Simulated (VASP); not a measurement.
Runs of VASP 6.6.1 on Pb. The structure is that of space group Im-3m (No. 229), or close to it. The cells are those of the table. 

```csv
cell,gap on the mesh (eV),pressure (GPa)
"a = 3.286 Å, angles 110.2, 110.2, 108.1°, 1 atom",none,5.2
"a = 3.373 Å, angles 108.1, 108.1, 112.2°, 1 atom",none,(a)
"a = 3.487 Å, angles 110.8, 110.8, 106.8°, 1 atom",none,-3.3
"a = 3.544 Å, angles 108.2, 108.2, 112.1°, 1 atom",none,-4.6
"a = 3.316 Å, angles 110.9, 110.9, 106.7°, 1 atom",none,3.6
"a = 3.257 Å, angles 109.5°, 1 atom",none,7.1
"a = 3.600 Å, angles 109.5°, 1 atom",none,(b)
```

Alike in all rows: task single point; level PBEsol; potentials or basis VASP PAW PBE potentials, release 64 (Pb_d); no spin polarisation; k mesh 18 × 18 × 18; cutoff (eV) 520; smearing gaussian 0.15 eV.

Fill in the values left out.

(a) 0.7; (b) -5.6.

Caveats: the PAW data sets were made with another functional, which shifts forces and pressure a little; spin-orbit coupling is left out, which moves the levels of the heavy elements; the cell stands under pressure (at least some runs); the cell stands under tension (at least some runs).

A k mesh can miss the band edges, and the runs leave out spin-orbit coupling on Pb.

A gap of «none» marks levels without a gap at the run's occupations.
